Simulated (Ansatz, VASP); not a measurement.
## BeS: VASP beside Ansatz

```xyz
2
Lattice="0.0000 2.4250 2.4250 2.4250 0.0000 2.4250 2.4250 2.4250 0.0000" Properties=species:S:1:pos:R:3 pbc="T T T"
S     3.6375    3.6375    3.6375
Be    0.0000    0.0000    0.0000
```

Alike in both runs: functional LDA; k mesh 9 × 9 × 9; occupations fermi-dirac, width 0.05 eV; no spin polarisation.

```csv
,VASP,Ansatz
version,VASP 6.6.1,Ansatz 0.2.0
potentials or method,"VASP PAW LDA potentials, release 64 (S, Be), cutoff 520 eV","all-electron LAPW, scalar-relativistic"
task,single point,band structure
```

Ansatz gave:

```
gap on the k mesh at the Fermi level (eV) : 3.00
least direct gap on the mesh (eV)         : 5.52
pressure (GPa)                            : -3.2
```

Problem. What did VASP give for the same quantities?

Solution. gap on the k mesh at the Fermi level (eV): 3.00; least direct gap on the mesh (eV): 5.54; pressure (GPa): -3.2.

LDA's correlation is that of Perdew and Zunger in VASP and of Perdew and Wang (1992) in Ansatz. Ansatz ran all-electron here, and VASP with PAW potentials.
